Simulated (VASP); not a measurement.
A run of VASP 6.6.1 is set up as follows.

Contents of INCAR:

```
SYSTEM = In3Sb
ALGO = Normal ; EDIFF = 1E-6
ENCUT = 520 ; GGA = PS
ISIF = 2 ; ISMEAR = -1
LASPH = .True. ; LCHARG = .True.
LELF = .True. ; LREAL = .False.
LVHAR = .True. ; LWAVE = .False.
NBANDS = 30 ; NELM = 60
PREC = Accurate ; SIGMA = 0.1
```

File KPOINTS:

```
k-points
0
Gamma
  4 4 4
  0 0 0
```

File POSCAR:

```
In3Sb
1.0
    4.8369620000      0.0000000000      0.0000000000
    0.0000000000      4.8369620000      0.0000000000
    0.0000000000      0.0000000000      4.8369620000
In Sb
3 1
Direct
    0.5000000000      0.5000000000      0.0000000000
    0.5000000000      0.0000000000      0.5000000000
    0.0000000000      0.5000000000      0.5000000000
    0.0000000000      0.0000000000      0.0000000000
```

Potentials or basis: VASP PAW PBE potentials, release 64 (In_d, Sb).

Launch:

```console
$ cat potpaw_PBE.64/In_d/POTCAR potpaw_PBE.64/Sb/POTCAR > POTCAR
$ mpirun -np 1 vasp_std > vasp.out
```

Question: Estimate the pressure.

Answer: -3.3 GPa.

Question: What does it give for the band gap on the k mesh?

Answer: Zero (bands 22 and 23 overlap by 3.38 eV).

Caveat: the cell stands under tension; the PAW data sets were made with another functional, which shifts forces and pressure a little; spin-orbit coupling is left out, which moves the levels of the heavy elements.
